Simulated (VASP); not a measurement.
Input of a VASP 6.6.1 run:

INCAR

```
ALGO     = Normal         # electronic algorithm
EDIFF    = 1E-6           # SCF threshold, eV
ENCUT    = 520            # plane-wave cutoff, eV
GGA      = PE             # functional
ISIF     = 2              # what is computed and relaxed
ISMEAR   = -1             # smearing method
IVDW     = 13             # dispersion correction
LASPH    = T              # aspherical terms in the spheres
LCHARG   = F              # write CHGCAR
LREAL    = F              # projectors in reciprocal space
LWAVE    = F              # write WAVECAR
NBANDS   = 17             # bands
NELM     = 60             # most SCF steps
PREC     = Accurate       # precision mode
SIGMA    = 0.05           # smearing width, eV
```

File KPOINTS:

```
k-points
0
Gamma
  8 8 8
```

File POSCAR:

```
SnSe
1.0
    0.0000000000      2.9857300131      2.9857300131
    2.9857300131      0.0000000000      2.9857300131
    2.9857300131      2.9857300131      0.0000000000
Sn Se
1 1
Direct
    0.0000000000      0.0000000000      0.0000000000
    0.5000000000      0.5000000000      0.5000000000
```

Potentials or basis: VASP PAW PBE potentials, release 64 (Sn_d, Se).

Command:

```sh
$ cat potpaw_PBE.64/Sn_d/POTCAR potpaw_PBE.64/Se/POTCAR > POTCAR
$ mpirun -np 1 vasp_std > vasp.out
```

**Question.** Estimate the pressure.

**Answer.** -0.1 GPa.

**Question.** Estimate the band gap on the k mesh.

**Answer.** 0.69 eV, direct.

Caveat: spin-orbit coupling is left out, which moves the levels of the heavy elements. A k mesh can miss the band edges.
